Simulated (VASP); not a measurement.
## BeS: single point with r2SCAN+rVV10

The system is BeS.

```
Be S
1.0
     0.00000    2.42894    2.42894
     2.42894    0.00000    2.42894
     2.42894    2.42894    0.00000
Be S
1 1
Direct
  0.00000 0.00000 0.00000
  0.25000 0.25000 0.25000
```

```
Program             : VASP 6.6.1
Task                : single point
Functional          : r2SCAN
Dispersion          : rVV10
Potentials or basis : VASP PAW PBE potentials, release 64 (Be, S)
Cutoff              : 660 eV
k mesh              : 8 × 8 × 8
Occupations         : gaussian, width 0.02 eV
Spin                : no spin polarisation
```

The pressure is 0.4 GPa and the band gap on the k mesh is 3.53 eV (least direct gap 6.23 eV).

Levels at points of the mesh, in eV from the valence-band top:
```csv
k point,band 1,band 2,band 3,band 4,band 5,band 6,band 7,band 8
"(0.00, 0.00, 0.00)",-14.27,0.00,0.00,0.00,6.25,6.25,6.25,6.59
"(0.50, 0.00, 0.00)",-12.60,-5.95,-1.05,-1.05,6.05,7.12,7.12,11.96
"(0.50, 0.50, 0.00)",-12.03,-5.18,-2.70,-2.70,3.53,5.35,13.82,13.82
```

Wall time 52 s on 1 thread of AMD EPYC 9R45 (Zen 5) (shared host), peak memory 0.25 GiB.

Caveat: the PAW data sets were made with another functional, which shifts forces and pressure a little. A k mesh can miss the band edges.
